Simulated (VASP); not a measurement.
A run of VASP 6.6.1 is set up as follows.

File INCAR:

```
SYSTEM = K
ALGO = Fast
EDIFF = 1E-6
ENCUT = 520
GGA = PE
ISIF = 2
ISMEAR = -1
LASPH = .TRUE.
LCHARG = .TRUE.
LELF = .TRUE.
LREAL = .FALSE.
LVHAR = .TRUE.
LWAVE = .FALSE.
NBANDS = 10
NELM = 80
PREC = Accurate
SIGMA = 0.05
```

Contents of KPOINTS:

```
k-points
0
G
  7 7 7
  0 0 0
```

File POSCAR:

```
K
1.0
    0.0000000000      3.3918728180      3.3918728180
    3.3918728180      0.0000000000      3.3918728180
    3.3918728180      3.3918728180      0.0000000000
K
1
Direct
    0.0000000000      0.0000000000      0.0000000000
```

Potentials or basis: VASP PAW PBE potentials, release 64 (K_sv).

The run is started by

```sh
$ cat potpaw_PBE.64/K_sv/POTCAR > POTCAR
$ mpirun -np 1 vasp_std > vasp.out
```

(1) What does it give for the pressure?

Answers

(1) -0.2 GPa.
